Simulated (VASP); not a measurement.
## MgS: dielectric tensor with r2SCAN

The system is MgS.

```xyz
2
Lattice="0.0000 2.8026 2.8026 2.8026 0.0000 2.8026 2.8026 2.8026 0.0000" Properties=species:S:1:pos:R:3 pbc="T T T"
Mg    0.0000    0.0000    0.0000
S     1.4013    1.4013    1.4013
```

This cell differs from its parent crystal: strain -1.0%.

- Program: VASP 6.6.1
- Task: dielectric tensor
- Functional: r2SCAN
- Potentials or basis: VASP PAW PBE potentials, release 64 (Mg, S)
- Cutoff: 520 eV
- k mesh: 6 × 6 × 6
- Occupations: gaussian, width 0.01 eV
- Spin: no spin polarisation
- Dipole correction: no
- Further INCAR settings: ALGO = Normal; EDIFF = 1e-08

```yaml
Band_gap_on_the_k_mesh: 4.29 eV
Electronic_dielectric_tensor_diagonal: 3.74
Born_charges_mean_of_the_diagonal: Mg +1.87; S -1.87 e
```

Levels at points of the mesh, in eV from the valence-band top:
```
           k point  band 1  band 2  band 3  band 4  band 5  band 6  band 7  band 8
(0.00, 0.00, 0.00)  -11.84    0.00    0.00    0.00    4.29    8.67    8.67    8.67
(0.50, 0.00, 0.00)  -11.10   -3.25   -0.34   -0.34    5.90    8.25    8.25    9.42
(0.50, 0.50, 0.00)  -10.86   -2.91   -1.09   -1.09    4.30    6.30   12.45   13.53
```

Electronic dielectric tensor:
```
3.74 0.00 0.00
0.00 3.74 0.00
0.00 0.00 3.74
```

Born effective charge tensors (e):
atom 1, Mg
```
1.87 0.00 0.00
0.00 1.87 0.00
0.00 0.00 1.87
```
atom 2, S
```
-1.87  0.00  0.00
 0.00 -1.87  0.00
 0.00  0.00 -1.87
```

Dipole moments of the cell (e·Å, modulo the quantum): ionic 8.408, 8.408, 8.408; electronic 0.004, 0.004, 0.010

It took 21 min on 1 thread of Intel(R) Xeon(R) Platinum 8259CL CPU @ 2.50GHz (Skylake/Cascade Lake), with other jobs on the host, peak memory 0.28 GiB.

Caveat: the cell differs from its parent crystal (strain -1.0%); the structure was generated, so it needn't be the stable form of MgS. A k mesh can miss the band edges.
